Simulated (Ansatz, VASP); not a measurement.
# C: VASP beside Ansatz

```xyz
6
Lattice="2.4973 0.0000 0.0000 0.0000 3.5317 0.0000 0.0000 0.0000 18.4973" Properties=species:S:1:pos:R:3 pbc="T T T"
C     1.8730    0.3460    8.1307
C     0.6243    3.1857    8.1307
C     0.6243    2.1539    9.2487
C     1.8730    1.3778    9.2487
C     1.8730    0.3460   10.3666
C     0.6243    3.1857   10.3666
```

Alike in both runs: functional LDA; k mesh 10 × 7 × 1; occupations fermi-dirac, width 0.02 eV; no spin polarisation.

Ansatz relaxed the structure, and its values are those at the end. VASP's run is a single point on that final structure, the one shown.

|  | VASP | Ansatz |
| --- | --- | --- |
| version | VASP 6.6.1 | Ansatz 0.2.0 |
| potentials or method | VASP PAW LDA potentials, release 64 (C), cutoff 520 eV | all-electron LAPW, scalar-relativistic |

|  | VASP | Ansatz | Ansatz less VASP |
| --- | --- | --- | --- |
| rms of the force components (eV/Å) | 0.029 | 0.004 | -0.0250 |

LDA's correlation is that of Perdew and Zunger in VASP and of Perdew and Wang (1992) in Ansatz. Ansatz ran all-electron here, and VASP with PAW potentials.
